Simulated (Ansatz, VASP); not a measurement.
**Two plane-wave programs on CdTe**

```
CELL_PARAMETERS angstrom
0.00000 3.20500 3.37326
3.20500 0.00000 3.37326
3.20500 3.20500 0.00000
ATOMIC_POSITIONS crystal
Cd 0.00000 0.00000 0.00000
Te 0.75000 0.75000 0.75000
```

Change from the starting cell: strain +0.0525 x Voigt [0, 0, 1, 0, 0, 0], atoms carried along.

Alike in both runs: task single point; functional r2SCAN; k mesh 8 × 8 × 8; occupations gaussian, width 0.05 eV; no spin polarisation.

|  | VASP | Ansatz |
| --- | --- | --- |
| version | VASP 6.6.1 | Ansatz 0.2.0 |
| potentials or method | VASP PAW PBE potentials, release 64 (Cd, Te), cutoff 520 eV | scalar-relativistic, plane waves, PAW |
| valence electrons in the cell | 18 | 36 |

|  | VASP | Ansatz | Ansatz less VASP |
| --- | --- | --- | --- |
| gap on the k mesh at the Fermi level (eV) | 1.14 | 1.15 | +0.007 |
| least direct gap on the mesh (eV) | 1.14 | 1.15 | +0.007 |
| pressure (GPa) | 0.8 | 0.7 | -0.12 |
| traceless stress, the component that is largest in VASP (GPa) | -0.63 | -0.62 | +0.001 |

VASP's potentials were made for PBE, not for r2SCAN. VASP's potentials hold 18 valence electrons a cell and Ansatz's 36, so a difference there can come from the potentials and not from the codes.

Neither program's run includes spin-orbit coupling.
